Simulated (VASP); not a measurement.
# AlN (Cmcm) in VASP: further runs, part 2 of 2

VASP 6.6.1. The steps go on from the part before.

**3. Single point, LDA**

This run uses another cell than the first one, of 7.67 Å³/atom, 0.905 times its volume.

File INCAR:

```
PREC = Accurate ; ENCUT = 520
EDIFF = 1E-6 ; ISMEAR = 0
SIGMA = 0.05 ; LREAL = False
LASPH = True ; NELM = 100
ALGO = Normal ; ISIF = 2
LWAVE = False ; LCHARG = True
LELF = True ; LVHAR = True
NBANDS = 16
```

File KPOINTS:

```
Automatic mesh
0
Gamma
  8 8 6
```

File POSCAR:

```
AlN
1.0
    0.0000000000     -1.9720279384     -1.9720279384
    0.0000000000      1.9720279384     -1.9720279384
    3.9440558767      0.0000000000      0.0000000000
Al N
2 2
Direct
    0.5055845862      0.4944154138      0.0000000000
   -0.0055845862      0.0055845862      0.5000000000
    0.4977127899      0.5022872101      0.5000000000
    0.0022872101      0.9977127899      0.0000000000
```

Potentials or basis: VASP PAW LDA potentials, release 64 (Al, N).

The run is started by

```sh
> cat potpaw_LDA.64/Al/POTCAR potpaw_LDA.64/N/POTCAR > POTCAR
> mpirun -np 1 vasp_std > vasp.out
```

OUTCAR:

```text
PREC = Accurate
   ENCUT = 520
   EDIFF = 1E-6
   ISMEAR = 0
   LREAL = False
   LASPH = True
   NELM = 100
   ISIF = 2

 ion  position               nearest neighbor table
   1  0.506  0.494  0.000-   4 1.96   4 1.97   4 1.97   3 1.97   3 1.97   4 1.99   2 2.76   2 2.76
                             2 2.79   2 2.79   2 2.79   2 2.79   2 2.82   2 2.82
   2  0.994  0.006  0.500-   3 1.96   3 1.97   3 1.97   4 1.97   4 1.97   3 1.99   1 2.76   1 2.76
                             1 2.79   1 2.79   1 2.79   1 2.79   1 2.82   1 2.82
   3  0.498  0.502  0.500-   2 1.96   2 1.97   2 1.97   1 1.97   1 1.97   2 1.99
   4  0.002  0.998  0.000-   1 1.96   1 1.97   1 1.97   2 1.97   2 1.97   1 1.99

  LATTYP: Found a simple tetragonal cell.
 ALAT       =     2.7888686559
 C/A-ratio  =     1.4142135623

  Lattice vectors:

 A1 = (   0.0000000000,  -1.9720279384,  -1.9720279384)
 A2 = (   0.0000000000,   1.9720279384,  -1.9720279384)
 A3 = (   3.9440558767,   0.0000000000,   0.0000000000)

Analysis of symmetry for initial positions (statically):
=====================================================================
 Subroutine PRICEL returns:
 Original cell was already a primitive cell.

 Routine SETGRP: Setting up the symmetry group for a
 simple tetragonal supercell.

 Subroutine GETGRP returns: Found  8 space group operations
 (whereof  4 operations were pure point group operations)
 out of a pool of 16 trial point group operations.

The static configuration has the point symmetry C_2v.
 The point group associated with its full space group is D_2h.

Analysis of symmetry for dynamics (positions and initial velocities):
=====================================================================
 Subroutine PRICEL returns:
 Original cell was already a primitive cell.

 Routine SETGRP: Setting up the symmetry group for a
[... 125 lines left out ...]
   EFERMI =   0.00;   METHOD = LEGACY
   ISMEAR =     0;   SIGMA  =   0.05  broadening in eV -4-tet -1-fermi 0-gaus
   EFERMI_NEDOS =   21; number of points for ismear=-14 and -15
   IALGO  =     38    algorithm
   IMIX   =      4    mixing-type and parameters
     AMIX     =   0.40;   BMIX     =  1.00
     AMIX_MAG =   1.60;   BMIX_MAG =  1.00
  volume/ion in A,a.u.               =       7.67        51.75
  Fermi-wavevector in a.u.,A,eV,Ry     =   1.317797  2.490275 23.627718  1.736588
  Thomas-Fermi vector in A             =   2.447812
   LORBIT       =      0    0 simple, 1 ext, 2 COOP (PROOUT), +10 PAW based schemes
   GGA     = CA    functional components
   LHFCALC =     F    Hartree Fock is set to
   AEXX    =    0.0000 exact exchange contribution
   IVDW    =     0    specifies the selected vdW correction
   LEPSILON=     F    determine dielectric tensor
   LRPA    =     F    only Hartree local field effects (RPA)
 non-spin polarized calculation
 Gauss-broadening in eV      SIGMA  =   0.05
  energy-cutoff  :      520.00
  volume of cell :       30.68
 maximum number of plane-waves:       846
 NGX is ok and might be reduce to    24

 number of electron      16.0000001 magnetization

 Free energy of the ion-electron system (eV)
  ---------------------------------------------------
  ext. energy  EPLUGINS =         0.00000000
  ---------------------------------------------------
  free energy    TOTEN  =       -32.37257552 eV

  energy without entropy =      -32.37257552  energy(sigma->0) =      -32.37257552

 E-fermi :  11.0253     XC(G=0): -12.9270

 val. band max:       10.7126576071   @ k =   0.0000   0.0000   0.0000
 cond. band min:      15.7582928415   @ k =   0.5000   0.5000   0.0000
 fundamental gap:      5.0456352344
 Fermi energy:        11.0253059118

 k-point     1 :       0.0000    0.0000    0.0000
  band No.  band energies     occupation
      1      -7.3956      2.00000
      2      -2.6285      2.00000
      3       2.7823      2.00000
      4       7.7000      2.00000
      5       7.7001      2.00000
      6      10.7098      2.00000
[... 433 lines left out ...]
      3       3.4375      2.00000
      4       5.8085      2.00000
      5       6.9129      2.00000
      6       8.3364      2.00000
[... 8 lines left out ...]
     15      23.6373      0.00000
     16      25.6377      0.00000

 [... further k-points ...]
[... 5 lines left out ...]
  --------------------------------------------------------------------------------------
  -------------------------------------------------------------------------------------
  Total        3.1225010      3.1354197      3.1037923      0.0000000      0.0000000      0.0000000
  in kB      163.0849879    163.7597201    162.1078516      0.0000000      0.0000000      0.0000000
  external PRESSURE =     162.9841866 kB  Pullay stress =       0.0000000 kB

 VOLUME and BASIS-vectors are now :
 -----------------------------------------------------------------------------
  energy-cutoff  :      520.00
  volume of cell :       30.68
      direct lattice vectors                 reciprocal lattice vectors
     0.000000000 -1.972027938 -1.972027938     0.000000000 -0.253546104 -0.253546104
     0.000000000  1.972027938 -1.972027938     0.000000000  0.253546104 -0.253546104
     3.944055877  0.000000000  0.000000000     0.253546104  0.000000000  0.000000000

 POSITION                                       TOTAL-FORCE (eV/Angst)
 -----------------------------------------------------------------------------------
      0.00000     -0.02203     -1.97203         0.000000      0.287343      0.000000
      1.97203     -1.95000     -1.97203         0.000000     -0.287343      0.000000
      1.97203      0.00902     -1.97203         0.000000     -0.026513      0.000000
      0.00000      1.96301     -1.97203         0.000000      0.026513      0.000000
 -----------------------------------------------------------------------------------
    total drift:                               -0.000000      0.000000     -0.000000

  FREE ENERGIE OF THE ION-ELECTRON SYSTEM (eV)
  ---------------------------------------------------
  free  energy   TOTEN  =       -32.3725755246 eV

  energy  without entropy=      -32.3725755246  energy(sigma->0) =      -32.37257552
```

OSZICAR:

```text
N       E                     dE             d eps       ncg     rms          rms(c)
DAV:   1     0.278374530555E+02    0.27837E+02   -0.74670E+03  2696   0.927E+02
DAV:   2    -0.342456106594E+02   -0.62083E+02   -0.57502E+02  3728   0.173E+02
DAV:   3    -0.362994815176E+02   -0.20539E+01   -0.20473E+01  3312   0.296E+01
DAV:   4    -0.363060896661E+02   -0.66081E-02   -0.66078E-02  3272   0.212E+00
DAV:   5    -0.363061306215E+02   -0.40955E-04   -0.40955E-04  3152   0.166E-01    0.114E+01
DAV:   6    -0.324843888072E+02    0.38217E+01   -0.76618E+00  3064   0.207E+01    0.402E+00
DAV:   7    -0.324123383794E+02    0.72050E-01   -0.45616E-01  3080   0.481E+00    0.267E+00
DAV:   8    -0.323746146805E+02    0.37724E-01   -0.44077E-02  2792   0.182E+00    0.374E-01
DAV:   9    -0.323725836255E+02    0.20311E-02   -0.46020E-03  3168   0.513E-01    0.196E-01
DAV:  10    -0.323726122736E+02   -0.28648E-04   -0.40804E-04  3152   0.140E-01    0.114E-01
DAV:  11    -0.323725755796E+02    0.36694E-04   -0.77693E-05  3112   0.675E-02    0.190E-02
DAV:  12    -0.323725755246E+02    0.55050E-07   -0.15122E-06  2816   0.930E-03
   1 F= -.32372576E+02 E0= -.32372576E+02  d E =-.171762E-20
```

It took 28 s on 1 thread of Intel Xeon Platinum 8259CL at 2.50GHz (Skylake/Cascade Lake), shared host; peak memory 0.15 GiB.

What came out:

```
Free energy            : -32.3726 eV
Pressure               : 16.3 GPa
Largest force          : 0.287 eV/Å
Band gap on the k mesh : 5.05 eV
```

Forces on the atoms (eV/Å):
```
Al   0.000  0.287  0.000
Al   0.000 -0.287  0.000
N    0.000 -0.027  0.000
N    0.000  0.027  0.000
```

**4. Single point, LDA**

This run uses another cell than the first one, of 7.67 Å³/atom, 0.905 times its volume.

File INCAR:

```
SYSTEM = AlN
PREC = Accurate ; ENCUT = 520
EDIFF = 1E-6 ; ISMEAR = 0
SIGMA = 0.05 ; LREAL = .FALSE.
LASPH = .TRUE. ; NELM = 100
ALGO = Normal ; ISIF = 2
LWAVE = .FALSE. ; LCHARG = .FALSE.
GGA = CA ; NBANDS = 16
```

File KPOINTS:

```
regular mesh
0
G
  8 8 6
  0 0 0
```

File POSCAR:

```
AlN
1.0
    0.0000000000     -1.9720279384     -1.9720279384
    0.0000000000      1.9720279384     -1.9720279384
    3.9440558767      0.0000000000      0.0000000000
Al N
2 2
Direct
    0.5111691724      0.4888308276      0.0000000000
   -0.0111691724      0.0111691724      0.5000000000
    0.4954255797      0.5045744203      0.5000000000
    0.0045744203      0.9954255797      0.0000000000
```

The run is started by

```sh
> cat potpaw_LDA.64/Al/POTCAR potpaw_LDA.64/N/POTCAR > POTCAR
> mpirun -np 1 vasp_std > vasp.out
```

Wall time 28 s (1 thread of Intel Xeon Platinum 8259CL at 2.50GHz (Skylake/Cascade Lake), shared host); peak memory 0.15 GiB.

The run converged. Its results:

* Free energy: -32.3528 eV
* Pressure: 16.5 GPa
* Largest force: 0.576 eV/Å
* Band gap on the k mesh: 5.03 eV

Forces in eV/Å, atoms in the order of the input:
```
Al   0.000  0.576  0.000
Al   0.000 -0.576  0.000
N    0.000 -0.052  0.000
N    0.000  0.052  0.000
```

Stress tensor (GPa, compression positive):
```
16.51  0.00  0.00
 0.00 16.75  0.00
 0.00  0.00 16.09
```

Levels at points of the mesh, in eV from the valence-band top:
| k point | band 5 | band 6 | band 7 | band 8 | band 9 | band 10 | band 11 | band 12 |
| --- | --- | --- | --- | --- | --- | --- | --- | --- |
| (0.00, 0.00, 0.00) | -3.01 | -0.01 | 0.00 | 0.00 | 5.05 | 5.20 | 6.88 | 12.18 |
| (0.50, 0.00, 0.00) | -4.51 | -4.49 | -1.30 | -1.26 | 8.72 | 8.92 | 10.67 | 11.07 |
| (0.50, 0.50, 0.00) | -3.01 | -3.01 | -3.01 | -3.01 | 5.03 | 5.05 | 5.18 | 5.20 |
| (0.00, 0.00, 0.50) | -1.77 | -1.77 | -1.77 | -1.77 | 7.33 | 7.33 | 8.52 | 8.52 |
| (0.50, 0.00, 0.50) | -1.23 | -1.23 | -1.23 | -1.23 | 6.60 | 6.60 | 11.40 | 11.40 |
| (0.50, 0.50, 0.50) | -6.16 | -6.16 | -4.15 | -4.15 | 8.72 | 8.72 | 11.00 | 11.00 |

**5. Single point, LDA**

This run uses another cell than the first one, of 7.87 Å³/atom, 0.928 times its volume.

File INCAR:

```
  PREC = Accurate
  ENCUT = 520
  EDIFF = 1E-6
  ISMEAR = 0
  SIGMA = 0.05
  LREAL = False
  LASPH = True
  NELM = 60
  ALGO = Normal
  ISIF = 2
  LWAVE = False
  LCHARG = False
  GGA = CA
  NBANDS = 16
```

File KPOINTS:

```
Automatic mesh
0
Gamma
  8 8 6
```

File POSCAR:

```
AlN
1.0
    0.0000000000     -1.9888743075     -1.9888743075
    0.0000000000      1.9888743075     -1.9888743075
    3.9777486148      0.0000000000      0.0000000000
Al N
2 2
Direct
    0.5055845862      0.4944154138      0.0000000000
   -0.0055845862      0.0055845862      0.5000000000
    0.4977127899      0.5022872101      0.5000000000
    0.0022872101      0.9977127899      0.0000000000
```

Potentials or basis: VASP PAW LDA potentials, release 64 (Al, N).

The run is started by

```sh
> cat potpaw_LDA.64/Al/POTCAR potpaw_LDA.64/N/POTCAR > POTCAR
> mpirun -np 1 vasp_std > vasp.out
```

OUTCAR:

```text
PREC = Accurate
   ENCUT = 520
   EDIFF = 1E-6
   ISMEAR = 0
   LREAL = False
   LASPH = True
   NELM = 60
   ISIF = 2
   GGA = CA

 ion  position               nearest neighbor table
   1  0.506  0.494  0.000-   4 1.98   4 1.99   4 1.99   3 1.99   3 1.99   4 2.00   2 2.78   2 2.78
                             2 2.81   2 2.81   2 2.81   2 2.81   2 2.84   2 2.84
   2  0.994  0.006  0.500-   3 1.98   3 1.99   3 1.99   4 1.99   4 1.99   3 2.00   1 2.78   1 2.78
                             1 2.81   1 2.81   1 2.81   1 2.81   1 2.84   1 2.84
   3  0.498  0.502  0.500-   2 1.98   2 1.99   2 1.99   1 1.99   1 1.99   2 2.00
[... 663 lines left out ...]
  -------------------------------------------------------------------------------------
  Total        1.5765250      1.5879569      1.5578226      0.0000000      0.0000000      0.0000000
  in kB       80.2655968     80.8476308     79.3134002      0.0000000      0.0000000      0.0000000
  external PRESSURE =      80.1422093 kB  Pullay stress =       0.0000000 kB

 VOLUME and BASIS-vectors are now :
 -----------------------------------------------------------------------------
  energy-cutoff  :      520.00
  volume of cell :       31.47
      direct lattice vectors                 reciprocal lattice vectors
     0.000000000 -1.988874307 -1.988874307     0.000000000 -0.251398491 -0.251398491
     0.000000000  1.988874307 -1.988874307     0.000000000  0.251398491 -0.251398491
     3.977748615  0.000000000  0.000000000     0.251398491  0.000000000  0.000000000

 POSITION                                       TOTAL-FORCE (eV/Angst)
 -----------------------------------------------------------------------------------
      0.00000     -0.02221     -1.98887         0.000000      0.268742      0.000000
      1.98887     -1.96666     -1.98887         0.000000     -0.268742      0.000000
      1.98887      0.00910     -1.98887         0.000000     -0.038200      0.000000
      0.00000      1.97978     -1.98887         0.000000      0.038200      0.000000
 -----------------------------------------------------------------------------------
    total drift:                               -0.000000      0.000000     -0.000000

  FREE ENERGIE OF THE ION-ELECTRON SYSTEM (eV)
  ---------------------------------------------------
  free  energy   TOTEN  =       -32.4330538824 eV

  energy  without entropy=      -32.4330538824  energy(sigma->0) =      -32.43305388
```

OSZICAR:

```text
N       E                     dE             d eps       ncg     rms          rms(c)
DAV:   1     0.277610436416E+02    0.27761E+02   -0.73723E+03  2688   0.926E+02
DAV:   2    -0.341459337094E+02   -0.61907E+02   -0.56685E+02  3904   0.171E+02
DAV:   3    -0.362907798048E+02   -0.21448E+01   -0.21382E+01  3160   0.295E+01
DAV:   4    -0.362976649311E+02   -0.68851E-02   -0.68847E-02  3272   0.214E+00
DAV:   5    -0.362977081896E+02   -0.43259E-04   -0.43258E-04  3176   0.170E-01    0.112E+01
DAV:   6    -0.325364354122E+02    0.37613E+01   -0.76332E+00  3064   0.205E+01    0.393E+00
DAV:   7    -0.324731985289E+02    0.63237E-01   -0.45270E-01  3032   0.468E+00    0.263E+00
DAV:   8    -0.324352585624E+02    0.37940E-01   -0.47329E-02  2760   0.187E+00    0.391E-01
DAV:   9    -0.324330570900E+02    0.22015E-02   -0.50102E-03  3168   0.534E-01    0.199E-01
DAV:  10    -0.324330945104E+02   -0.37420E-04   -0.45419E-04  3176   0.148E-01    0.117E-01
DAV:  11    -0.324330539756E+02    0.40535E-04   -0.84757E-05  3088   0.703E-02    0.198E-02
DAV:  12    -0.324330538824E+02    0.93223E-07   -0.16977E-06  2880   0.974E-03
   1 F= -.32433054E+02 E0= -.32433054E+02  d E =-.123317E-12
```

Wall time 30 s (1 thread of Intel Xeon Platinum 8259CL at 2.50GHz (Skylake/Cascade Lake), shared host); peak memory 0.15 GiB.

What came out:

```
Free energy            : -32.4331 eV
Pressure               : 8.0 GPa
Largest force          : 0.269 eV/Å
Band gap on the k mesh : 4.94 eV
```

Forces on the atoms (eV/Å):
```
Al   0.000  0.269  0.000
Al   0.000 -0.269  0.000
N    0.000 -0.038  0.000
N    0.000  0.038  0.000
```

A k mesh can miss the band edges. A hybrid or GW would open this gap; LDA tends to underestimate it.

**6. The runs side by side**

| cell | gap on the mesh (eV) | pressure (GPa) | largest force (eV/Å) |
| --- | --- | --- | --- |
| a = 2.884, b = 2.884, c = 4.078 Å, 4 atoms | 4.21 | -12.0 | 0.22 |
| a = 2.789, b = 2.789, c = 3.944 Å, 4 atoms | 5.03 | 16.5 | 0.58 |
| a = 2.813, b = 2.813, c = 3.978 Å, 4 atoms | 4.94 | 8.0 | 0.27 |

Some of these runs hold the atoms at other places in the same cell, which the table doesn't show; runs alike in all that it shows share one row.

Alike in all rows: task single point; level LDA; potentials or basis VASP PAW LDA potentials, release 64 (Al, N); no spin polarisation; k mesh 8 × 8 × 6; cutoff (eV) 520; smearing gaussian 0.05 eV.

Total energies depend on the potentials used, so only differences within one code and one set of settings carry meaning.
